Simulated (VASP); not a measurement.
The system is Rb2Sb.

```
CELL_PARAMETERS angstrom
6.28615 0.00000 0.00000
0.00000 6.28615 0.00000
0.00000 0.00000 6.28615
ATOMIC_POSITIONS crystal
Rb 0.25000 0.25000 0.25000
Rb 0.25000 0.75000 0.75000
Rb 0.75000 0.75000 0.25000
Rb 0.75000 0.25000 0.75000
Sb 0.00000 0.00000 0.00000
Sb 0.50000 0.50000 0.50000
```

- Program: VASP 6.6.1
- Task: relaxation of cell and atoms
- Functional: PBE
- Potentials or basis: VASP PAW PBE potentials, release 64 (Rb_sv, Sb)
- Cutoff: 600 eV
- k mesh: 4 × 4 × 4
- Occupations: gaussian, width 0.1 eV
- Spin: no spin polarisation

At the start: pressure 16.9 GPa; volume 41.40 Å³/atom.

**Question.** How do energy, volume and symmetry change on relaxing?

**Answer.** Over 5 steps the energy falls by 1276.5 meV/atom and the volume is 87.55 Å³/atom (+111.5 %); space group Pn-3m (No. 224, to 0.1 Å) before and after.

The path:
```csv
step,energy change (eV),largest force (eV/Å),pressure (GPa),volume (Å³)
1,0.0000,0.0000,16.86,248.40
2,-7.3920,0.0000,1.21,440.20
3,-7.5797,0.0000,0.59,474.46
4,-7.6409,0.0000,-0.22,548.22
5,-7.6593,0.0000,-0.03,525.29
```

Final structure:
```cif
data_structure
_symmetry_space_group_name_H-M 'P 1'
_symmetry_Int_Tables_number 1
_cell_length_a 8.0686
_cell_length_b 8.0686
_cell_length_c 8.0686
_cell_angle_alpha 90.000
_cell_angle_beta 90.000
_cell_angle_gamma 90.000
_cell_volume 525.29
loop_
_atom_site_label
_atom_site_type_symbol
_atom_site_fract_x
_atom_site_fract_y
_atom_site_fract_z
_atom_site_occupancy
Rb1 Rb 0.25000 0.25000 0.25000 1
Rb2 Rb 0.25000 0.75000 0.75000 1
Rb3 Rb 0.75000 0.75000 0.25000 1
Rb4 Rb 0.75000 0.25000 0.75000 1
Sb1 Sb 0.00000 0.00000 0.00000 1
Sb2 Sb 0.50000 0.50000 0.50000 1
```

Caveat: the volume moved by over 15 % at a fixed basis, so the end points are rough.
